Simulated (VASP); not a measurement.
A run of VASP 6.6.1 is set up as follows.

INCAR

```
SYSTEM = Sb
ALGO = Normal
EDIFF = 1E-6
EDIFFG = -0.005
ENCUT = 600
GGA = PE
IBRION = 2
ISIF = 3
ISMEAR = -1
LASPH = .TRUE.
LCHARG = .FALSE.
LREAL = .FALSE.
LWAVE = .FALSE.
NELM = 60
NSW = 32
PREC = Accurate
PSTRESS = 490.0
SIGMA = 0.08
```

File KPOINTS:

```
k-points
0
G
  16 16 16
  0 0 0
```

File POSCAR:

```
Sb
1.0
   -1.6813726724      1.6813726724      1.6813726724
    1.6813726724     -1.6813726724      1.6813726724
    1.6813726724      1.6813726724     -1.6813726724
Sb
1
Direct
    0.0000000000      0.0000000000      0.0000000000
```

Potentials or basis: VASP PAW PBE potentials, release 64 (Sb).

Command:

```console
$ cat potpaw_PBE.64/Sb/POTCAR > POTCAR
$ mpirun -np 1 vasp_std > vasp.out
```

Q: What does it give for the relaxed volume?

A: 19.04 Å³/atom.

Q: Predict the band gap on the k mesh.

A: Zero (an odd number of electrons rules out a gap without spin polarisation).

Final structure:
```
CELL_PARAMETERS angstrom
-1.68210 1.68210 1.68210
1.68210 -1.68210 1.68210
1.68210 1.68210 -1.68210
ATOMIC_POSITIONS crystal
Sb 0.00000 0.00000 0.00000
```

Caveat: the cell is relaxed towards a set pressure, so the run minimises the enthalpy, not the energy; spin-orbit coupling is left out, which moves the levels of the heavy elements.
